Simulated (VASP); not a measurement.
# GaSb (Immm) in VASP: notebook

The runs below take GaSb through single point, with LDA.

Program: VASP 6.6.1. These are calculated values, not measurements. Logs are shortened: lines on timing, memory, paths and dates and some standing lists are left out, and cuts for length are marked.

## (1) The cell of the first run

The structure is orthorhombic, space group Immm (No. 71). The conventional cell has a = 3.138 Å, b = 5.394 Å, c = 5.834 Å, α = 90.00°, β = 90.00°, γ = 90.00°. Within 3.8 Å of Ga (site symmetry mmm) lie 6 Sb at 2.92 to 3.12 Å and 2 Ga at 3.14 Å. Sb (site symmetry mmm) has 6 Ga at 2.92 to 3.12 Å and 2 Sb at 3.14 Å within 3.8 Å.

## (2) Single point, LDA

Contents of INCAR:

```
PREC = Accurate
ENCUT = 500
EDIFF = 1E-6
ISMEAR = -1
SIGMA = 0.1
LREAL = F
LASPH = T
NELM = 120
ALGO = Normal
ISIF = 2
LWAVE = F
LCHARG = F
NBANDS = 16
GGA_COMPAT = F
```

Contents of KPOINTS:

```
regular mesh
0
Gamma
  8 8 8
```

Contents of POSCAR:

```
GaSb
1.0
   -1.5687602691      2.6971114654      2.9172257621
    1.5687602691     -2.6971114654      2.9172257621
    1.5687602691      2.6971114654     -2.9172257621
Ga Sb
1 1
Direct
    0.0000000000      0.0000000000      0.0000000000
    0.5000000000      0.5000000000      0.0000000000
```

Potentials or basis: VASP PAW LDA potentials, release 64 (Ga_d, Sb).

Launch:

```console
cat potpaw_LDA.64/Ga_d/POTCAR potpaw_LDA.64/Sb/POTCAR > POTCAR
mpirun -np 1 vasp_std > vasp.out
```

OUTCAR:

```text
PREC = Accurate
   ENCUT = 500
   EDIFF = 1E-6
   ISMEAR = -1
   LREAL = F
   LASPH = T
   NELM = 120
   ISIF = 2

 ion  position               nearest neighbor table
   1  0.000  0.000  0.000-   2 2.92   2 2.92   2 3.12   2 3.12   2 3.12   2 3.12
   2  0.500  0.500  0.000-   1 2.92   1 2.92   1 3.12   1 3.12   1 3.12   1 3.12

  LATTYP: Found a body centered orthorhombic cell.
 ALAT       =     3.1375205382
 B/A-ratio  =     1.7192629865
 C/A-ratio  =     1.8595739703

  Lattice vectors:

 A1 = (  -1.5687602691,   2.6971114654,   2.9172257621)
 A2 = (   1.5687602691,  -2.6971114654,   2.9172257621)
 A3 = (   1.5687602691,   2.6971114654,  -2.9172257621)

Analysis of symmetry for initial positions (statically):
=====================================================================
 Subroutine PRICEL returns:
 Original cell was already a primitive cell.

 Routine SETGRP: Setting up the symmetry group for a
 body centered orthorhombic supercell.

 Subroutine GETGRP returns: Found  8 space group operations
 (whereof  8 operations were pure point group operations)
 out of a pool of  8 trial point group operations.

The static configuration has the point symmetry D_2h.

Analysis of symmetry for dynamics (positions and initial velocities):
=====================================================================
 Subroutine PRICEL returns:
 Original cell was already a primitive cell.

 Routine SETGRP: Setting up the symmetry group for a
 body centered orthorhombic supercell.

 Subroutine GETGRP returns: Found  8 space group operations
 (whereof  8 operations were pure point group operations)
 out of a pool of  8 trial point group operations.

The dynamic configuration has the point symmetry D_2h.

 Subroutine INISYM returns: Found  8 space group operations
 (whereof  8 operations are pure point group operations),
 and found     1 'primitive' translations

----------------------------------------------------------------------------------------

                                     Primitive cell

  volume of cell :      49.3725

  direct lattice vectors                    reciprocal lattice vectors
    -1.568760269  2.697111465  2.917225762     0.000000000  0.185383514  0.171395717
     1.568760269 -2.697111465  2.917225762     0.318723013  0.000000000  0.171395717
     1.568760269  2.697111465 -2.917225762     0.318723013  0.185383514  0.000000000

  length of vectors
     4.271489809  4.271489809  4.271489809     0.252474828  0.361885135  0.368715888

  position of ions in fractional coordinates (direct lattice)
     0.000000000  0.000000000  0.000000000
     0.500000000  0.500000000  0.000000000

  ion indices of the primitive-cell ions
   primitive index   ion index
                 1           1
                 2           2

----------------------------------------------------------------------------------------

 KPOINTS: regular mesh

Automatic generation of k-mesh.
 Grid dimensions read from file:
 generate k-points for:    8    8    8

 Generating k-lattice:

  Cartesian coordinates                     Fractional coordinates (reciprocal lattice)
     0.000000000  0.023172939  0.021424465     0.125000000  0.000000000 -0.000000000
     0.039840377  0.000000000  0.021424465     0.000000000  0.125000000 -0.000000000
     0.039840377  0.023172939  0.000000000     0.000000000  0.000000000  0.125000000

  Length of vectors
     0.031559354  0.045235642  0.046089486

  Shift w.r.t. Gamma in fractional coordinates (k-lattice)
     0.000000000  0.000000000  0.000000000

 Subroutine IBZKPT returns following result:
 ===========================================

 Found     95 irreducible k-points:

 Following reciprocal coordinates:
            Coordinates               Weight
  0.000000  0.000000  0.000000      1.000000
  0.125000  0.000000 -0.000000      4.000000
  0.250000  0.000000 -0.000000      4.000000
  0.375000  0.000000  0.000000      4.000000
  0.500000  0.000000 -0.000000      2.000000
 -0.000000  0.125000  0.000000      4.000000
[... 16 lines left out ...]
  0.125000  0.375000  0.000000      8.000000
  0.250000  0.375000  0.000000      8.000000
 [... further k-points ...]
   k-points           NKPTS =     95   k-points in BZ     NKDIM =     95   number of bands    NBANDS=     16
   number of dos      NEDOS =    301   number of ions     NIONS =      2
   total plane-waves  NPLWV =  32768
   dimension x,y,z NGX =    32 NGY =   32 NGZ =   32
   dimension x,y,z NGXF=    64 NGYF=   64 NGZF=   64
   ions per type =               1   1
   NGX,Y,Z   is equivalent  to a cutoff of  12.45, 12.45, 12.45 a.u.
   NGXF,Y,Z  is equivalent  to a cutoff of  24.91, 24.91, 24.91 a.u.
 SYSTEM =  unknown system
   PREC   = accura    normal or accurate (medium, high low for compatibility)
   ISTART =      0    job   : 0-new  1-cont  2-samecut
   ICHARG =      2    charge: 1-file 2-atom 10-const
   ISPIN  =      1    spin polarized calculation?
   LNONCOLLINEAR =      F non collinear calculations
   LSORBIT =      F    spin-orbit coupling
   LASPH  =      T    aspherical Exc in radial PAW
   ENCUT  =  500.0 eV  36.75 Ry    6.06 a.u.   7.79  7.79  7.79*2*pi/ulx,y,z
   NELM   =    120;   NELMIN=  2; NELMDL= -5     # of ELM steps
   EDIFF  = 0.1E-05   stopping-criterion for ELM
   LREAL  =      F    real-space projection
   EDIFFG = 0.1E-04   stopping-criterion for IOM
   NSW    =      0    number of steps for IOM
   IBRION =     -1    ionic relax: 0-MD 1-quasi-New 2-CG
   NFREE  =      0    steps in history (QN), initial steepest desc. (CG)
   ISIF   =      2    stress and relaxation
   ISYM   =      2    0-nonsym 1-usesym 2-fastsym
   POTIM  = 0.5000    time-step for ionic-motion
   TEBEG  =    0.0;   TEEND  =   0.0 temperature during run
   PSTRESS=    0.0 pullay stress
   NELECT =      18.0000    total number of electrons
   NUPDOWN=      -1.0000    fix difference up-down
   EMIN   =  10.00;   EMAX   =-10.00  energy-range for DOS
   EFERMI =   0.00;   METHOD = LEGACY
   ISMEAR =    -1;   SIGMA  =   0.10  broadening in eV -4-tet -1-fermi 0-gaus
   EFERMI_NEDOS =   21; number of points for ismear=-14 and -15
   IALGO  =     38    algorithm
   IMIX   =      4    mixing-type and parameters
     AMIX     =   0.40;   BMIX     =  1.00
     AMIX_MAG =   1.60;   BMIX_MAG =  1.00
  volume/ion in A,a.u.               =      24.69       166.59
  Fermi-wavevector in a.u.,A,eV,Ry     =   1.169510  2.210053 18.609409  1.367753
  Thomas-Fermi vector in A             =   2.305981
   LORBIT       =      0    0 simple, 1 ext, 2 COOP (PROOUT), +10 PAW based schemes
   GGA     = CA    functional components
   LHFCALC =     F    Hartree Fock is set to
   AEXX    =    0.0000 exact exchange contribution
   IVDW    =     0    specifies the selected vdW correction
   LEPSILON=     F    determine dielectric tensor
   LRPA    =     F    only Hartree local field effects (RPA)
 non-spin polarized calculation
  energy-cutoff  :      500.00
  volume of cell :       49.37
 maximum number of plane-waves:      1270
   NGX = 15   NGY = 15   NGZ = 15

 number of electron      17.9999993 magnetization

 Free energy of the ion-electron system (eV)
  ---------------------------------------------------
  ext. energy  EPLUGINS =         0.00000000
  ---------------------------------------------------
  free energy    TOTEN  =        -8.28810676 eV

  energy without entropy =       -8.25539965  energy(sigma->0) =       -8.27175320

 E-fermi :   6.0272     XC(G=0): -10.3592

 val. band max:        6.0079849027   @ k =  -0.2500   0.2500   0.0000
 cond. band min:       6.0286278036   @ k =   0.1250   0.1250   0.1250
 fundamental gap:      0.0206429009
 Fermi energy:         6.0272082885

 k-point     1 :       0.0000    0.0000    0.0000
  band No.  band energies     occupation
      1      -8.8830      2.00000
      2      -8.7974      2.00000
      3      -8.7934      2.00000
      4      -8.7778      2.00000
      5      -8.7504      2.00000
      6      -5.6785      2.00000
[... 8 lines left out ...]
     15      15.0735      0.00000
     16      16.1547      0.00000

 k-point     2 :       0.1250    0.0000   -0.0000
  band No.  band energies     occupation
      1      -8.8824      2.00000
      2      -8.7999      2.00000
      3      -8.7919      2.00000
      4      -8.7777      2.00000
      5      -8.7501      2.00000
      6      -5.5509      2.00000
[... 8 lines left out ...]
     15      15.6150      0.00000
     16      16.4236      0.00000

 k-point     3 :       0.2500    0.0000   -0.0000
  band No.  band energies     occupation
      1      -8.8809      2.00000
      2      -8.8059      2.00000
      3      -8.7880      2.00000
      4      -8.7776      2.00000
      5      -8.7494      2.00000
      6      -5.1840      2.00000
[... 8 lines left out ...]
     15      15.2313      0.00000
     16      16.4572      0.00000

 k-point     4 :       0.3750    0.0000    0.0000
  band No.  band energies     occupation
      1      -8.8797      2.00000
      2      -8.8118      2.00000
      3      -8.7843      2.00000
      4      -8.7775      2.00000
      5      -8.7486      2.00000
      6      -4.6640      2.00000
[... 8 lines left out ...]
     15      15.0933      0.00000
     16      15.9870      0.00000
[... 324 lines left out ...]
 k-point    22 :      -0.0000    0.3750    0.0000
  band No.  band energies     occupation
      1      -8.8379      2.00000
      2      -8.8058      2.00000
      3      -8.8005      2.00000
      4      -8.7749      2.00000
      5      -8.7564      2.00000
      6      -3.1275      2.00000
[... 8 lines left out ...]
     15      13.7214      0.00000
     16      17.9408      0.00000

 k-point    23 :       0.1250    0.3750    0.0000
  band No.  band energies     occupation
      1      -8.8385      2.00000
      2      -8.8083      2.00000
      3      -8.8008      2.00000
      4      -8.7733      2.00000
      5      -8.7556      2.00000
      6      -2.7425      2.00000
[... 8 lines left out ...]
     15      15.7366      0.00000
     16      16.1049      0.00000

 k-point    24 :       0.2500    0.3750    0.0000
  band No.  band energies     occupation
      1      -8.8405      2.00000
      2      -8.8088      2.00000
      3      -8.8005      2.00000
      4      -8.7724      2.00000
      5      -8.7555      2.00000
      6      -2.3380      2.00000
[... 8 lines left out ...]
     15      15.2487      0.00000
     16      16.1820      0.00000

 [... further k-points ...]

------------------------ aborting loop because EDIFF is reached ----------------------------------------

  FORCE on cell =-STRESS in cart. coord.  units (eV):
  Direction    XX          YY          ZZ          XY          YZ          ZX
  --------------------------------------------------------------------------------------
  -------------------------------------------------------------------------------------
  Total       -0.9454398     -2.0192085     -2.1172272      0.0000000      0.0000000      0.0000000
  in kB      -30.6802546    -65.5248796    -68.7056644      0.0000000      0.0000000      0.0000000
  external PRESSURE =     -54.9702662 kB  Pullay stress =       0.0000000 kB

 VOLUME and BASIS-vectors are now :
 -----------------------------------------------------------------------------
  energy-cutoff  :      500.00
  volume of cell :       49.37
      direct lattice vectors                 reciprocal lattice vectors
    -1.568760269  2.697111465  2.917225762     0.000000000  0.185383514  0.171395717
     1.568760269 -2.697111465  2.917225762     0.318723013  0.000000000  0.171395717
     1.568760269  2.697111465 -2.917225762     0.318723013  0.185383514  0.000000000

 POSITION                                       TOTAL-FORCE (eV/Angst)
 -----------------------------------------------------------------------------------
      0.00000      0.00000      0.00000         0.000000     -0.000000     -0.000000
      0.00000      0.00000      2.91723        -0.000000      0.000000      0.000000
 -----------------------------------------------------------------------------------
    total drift:                               -0.000000     -0.000000     -0.000000

  FREE ENERGIE OF THE ION-ELECTRON SYSTEM (eV)
  ---------------------------------------------------
  free  energy   TOTEN  =        -8.2881067587 eV

  energy  without entropy=       -8.2553996509  energy(sigma->0) =       -8.27175320
```

Wall time 55 s (1 thread of Intel Xeon 8259CL, shared host); peak memory 0.21 GiB.

Results:

```yaml
Free_energy: -8.2881 eV
Pressure: -5.5 GPa
Band_gap_on_the_k_mesh: zero (bands 9 and 10 overlap by 4.01 eV)
```

Caveat: the cell stands under tension; spin-orbit coupling is left out, which moves the levels of the heavy elements.

## (3) Single point, LDA

This run uses another cell than the first one, of 25.29 Å³/atom.

Contents of INCAR:

```
SYSTEM = GaSb
PREC = Accurate ; ENCUT = 500
EDIFF = 1E-6 ; ISMEAR = -1
SIGMA = 0.1 ; LREAL = .False.
LASPH = .True. ; NELM = 120
ALGO = Normal ; ISIF = 2
LWAVE = .False. ; LCHARG = .False.
GGA = CA ; NBANDS = 16
GGA_COMPAT = .False.
```

Contents of KPOINTS:

```
Automatic mesh
0
Gamma
  8 8 8
  0 0 0
```

Contents of POSCAR:

```
GaSb
1.0
   -1.5814121080      2.7188633037      2.9407527923
    1.5814121080     -2.7188633037      2.9407527923
    1.5814121080      2.7188633037     -2.9407527923
Ga Sb
1 1
Direct
    0.0000000000      0.0000000000      0.0000000000
    0.5000000000      0.5000000000      0.0000000000
```

Potentials or basis: VASP PAW LDA potentials, release 64 (Ga_d, Sb).

Launch:

```console
cat potpaw_LDA.64/Ga_d/POTCAR potpaw_LDA.64/Sb/POTCAR > POTCAR
mpirun -np 1 vasp_std > vasp.out
```

Wall time 61 s (1 thread of Intel Xeon 8259CL, shared host); peak memory 0.21 GiB.

It converged, with:

| Property | Result |
| --- | --- |
| Free energy | -8.2444 eV |
| Pressure | -6.4 GPa |
| Band gap on the k mesh | zero (bands 9 and 10 overlap by 3.85 eV) |

Stress tensor (GPa, compression positive):
```
-4.09  0.00  0.00
 0.00 -7.33  0.00
 0.00  0.00 -7.67
```

Levels at points of the mesh, in eV from the Fermi level:
| k point | band 5 | band 6 | band 7 | band 8 | band 9 | band 10 | band 11 | band 12 | band 13 | band 14 |
| --- | --- | --- | --- | --- | --- | --- | --- | --- | --- | --- |
| (0.00, 0.00, 0.00) | -14.76 | -11.53 | -3.36 | -1.92 | -1.53 | 3.59 | 5.07 | 5.97 | 7.20 | 7.77 |
| (0.50, 0.00, 0.00) | -14.76 | -10.25 | -7.68 | -0.12 | 1.57 | 1.91 | 2.54 | 4.59 | 6.81 | 8.65 |
| (0.00, 0.50, 0.00) | -14.75 | -7.94 | -5.74 | -1.90 | -0.32 | -0.14 | 1.28 | 2.66 | 3.63 | 8.70 |
| (0.50, 0.50, 0.00) | -14.75 | -7.93 | -4.63 | -3.11 | -1.83 | -1.53 | 3.53 | 3.77 | 6.22 | 7.31 |
| (0.50, 0.50, 0.50) | -14.76 | -9.35 | -5.78 | -4.70 | -4.41 | 3.20 | 7.07 | 9.11 | 9.66 | 9.70 |

Caveat: the cell stands under tension; spin-orbit coupling is left out, which moves the levels of the heavy elements.

## (4) Single point, LDA

This run uses another cell than the first one, of 25.89 Å³/atom.

Contents of INCAR:

```
  PREC = Accurate
  ENCUT = 500
  EDIFF = 1E-6
  ISMEAR = -1
  SIGMA = 0.1
  LREAL = False
  LASPH = True
  NELM = 120
  ALGO = Normal
  ISIF = 2
  LWAVE = False
  LCHARG = False
  GGA = CA
  NBANDS = 16
  GGA_COMPAT = False
```

Contents of KPOINTS:

```
regular mesh
0
Gamma
  8 8 8
```

Contents of POSCAR:

```
GaSb
1.0
   -1.5938646845      2.7402725576      2.9639092795
    1.5938646845     -2.7402725576      2.9639092795
    1.5938646845      2.7402725576     -2.9639092795
Ga Sb
1 1
Direct
    0.0000000000      0.0000000000      0.0000000000
    0.5000000000      0.5000000000      0.0000000000
```

Launch:

```console
cat potpaw_LDA.64/Ga_d/POTCAR potpaw_LDA.64/Sb/POTCAR > POTCAR
mpirun -np 1 vasp_std > vasp.out
```

Run time: 63 s. Hardware: 1 thread of Intel Xeon 8259CL, shared host; peak memory 0.2 GiB.

Results (log left out):

* Free energy: -8.1946 eV
* Pressure: -7.1 GPa
* Band gap on the k mesh: zero (bands 9 and 10 overlap by 3.69 eV)

Stress tensor (GPa, compression positive):
```
-4.97  0.00  0.00
 0.00 -7.98  0.00
 0.00  0.00 -8.33
```

Levels at points of the mesh, in eV from the Fermi level:
```csv
k point,band 7,band 8,band 9,band 10,band 11,band 12
"(0.00, 0.00, 0.00)",-3.41,-1.85,-1.47,3.63,4.93,5.88
"(0.50, 0.00, 0.00)",-7.54,-0.10,1.58,1.84,2.51,4.47
"(0.00, 0.50, 0.00)",-5.64,-1.88,-0.29,-0.11,1.32,2.57
"(0.50, 0.50, 0.00)",-4.50,-3.15,-1.76,-1.47,3.58,3.72
"(0.50, 0.50, 0.50)",-5.72,-4.56,-4.28,3.15,7.02,8.91
```

Caveat: the cell stands under tension; spin-orbit coupling is left out, which moves the levels of the heavy elements.

## (5) Single point, LDA

This run uses another cell than the first one, of 26.49 Å³/atom.

Contents of INCAR:

```
ALGO     = Normal         # electronic algorithm
EDIFF    = 1E-6           # SCF threshold, eV
ENCUT    = 500            # plane-wave cutoff, eV
GGA      = CA             # functional
GGA_COMPAT= F            
ISIF     = 2              # what is computed and relaxed
ISMEAR   = -1             # smearing method
LASPH    = T              # aspherical terms in the spheres
LCHARG   = F              # write CHGCAR
LREAL    = F              # projectors in reciprocal space
LWAVE    = F              # write WAVECAR
NBANDS   = 16             # bands
NELM     = 120            # most SCF steps
PREC     = Accurate       # precision mode
SIGMA    = 0.1            # smearing width, eV
```

Contents of KPOINTS:

```
k-points
0
Gamma
  8 8 8
```

Contents of POSCAR:

```
GaSb
1.0
   -1.6061256639      2.7613524057      2.9867094777
    1.6061256639     -2.7613524057      2.9867094777
    1.6061256639      2.7613524057     -2.9867094777
Ga Sb
1 1
Direct
    0.0000000000      0.0000000000      0.0000000000
    0.5000000000      0.5000000000      0.0000000000
```

Launch:

```console
cat potpaw_LDA.64/Ga_d/POTCAR potpaw_LDA.64/Sb/POTCAR > POTCAR
mpirun -np 1 vasp_std > vasp.out
```

Wall time 66 s (1 thread of Intel Xeon 8259CL, shared host); peak memory 0.21 GiB.

The run converged. Its results:

```yaml
Free_energy: -8.1398 eV
Pressure: -7.7 GPa
Band_gap_on_the_k_mesh: zero (bands 9 and 10 overlap by 3.54 eV)
```

Stress tensor (GPa, compression positive):
```
-5.75  0.00  0.00
 0.00 -8.52  0.00
 0.00  0.00 -8.87
```

Levels at points of the mesh, in eV from the Fermi level:
| k point | band 5 | band 6 | band 7 | band 8 | band 9 | band 10 | band 11 | band 12 | band 13 | band 14 |
| --- | --- | --- | --- | --- | --- | --- | --- | --- | --- | --- |
| (0.00, 0.00, 0.00) | -14.73 | -11.21 | -3.47 | -1.78 | -1.42 | 3.67 | 4.80 | 5.79 | 6.92 | 7.51 |
| (0.50, 0.00, 0.00) | -14.73 | -10.03 | -7.41 | -0.09 | 1.59 | 1.77 | 2.48 | 4.36 | 6.62 | 8.51 |
| (0.00, 0.50, 0.00) | -14.72 | -7.88 | -5.55 | -1.85 | -0.25 | -0.09 | 1.36 | 2.48 | 3.54 | 8.54 |
| (0.50, 0.50, 0.00) | -14.72 | -7.88 | -4.37 | -3.18 | -1.70 | -1.42 | 3.62 | 3.67 | 5.99 | 7.20 |
| (0.50, 0.50, 0.50) | -14.73 | -9.22 | -5.66 | -4.42 | -4.15 | 3.10 | 6.97 | 8.71 | 9.18 | 9.24 |

Caveat: the cell stands under tension; spin-orbit coupling is left out, which moves the levels of the heavy elements.

## (6) Overview

| cell | gap on the mesh (eV) | pressure (GPa) |
| --- | --- | --- |
| a = 4.271 Å, angles 136.9, 101.7, 93.9°, 2 atoms | none | -5.5 |
| a = 4.306 Å, angles 136.9, 101.7, 93.9°, 2 atoms | none | -6.4 |
| a = 4.340 Å, angles 136.9, 101.7, 93.9°, 2 atoms | none | -7.1 |
| a = 4.373 Å, angles 136.9, 101.7, 93.9°, 2 atoms | none | -7.7 |

Alike in all rows: task single point; level LDA; potentials or basis VASP PAW LDA potentials, release 64 (Ga_d, Sb); no spin polarisation; k mesh 8 × 8 × 8; cutoff (eV) 500; smearing fermi-dirac 0.1 eV.

Caveats: the cell stands under tension; spin-orbit coupling is left out, which moves the levels of the heavy elements.

Total energies depend on the potentials used, so only differences within one code and one set of settings carry meaning.

The gap in the log of VASP goes by the Fermi energy; the results here count the filled bands.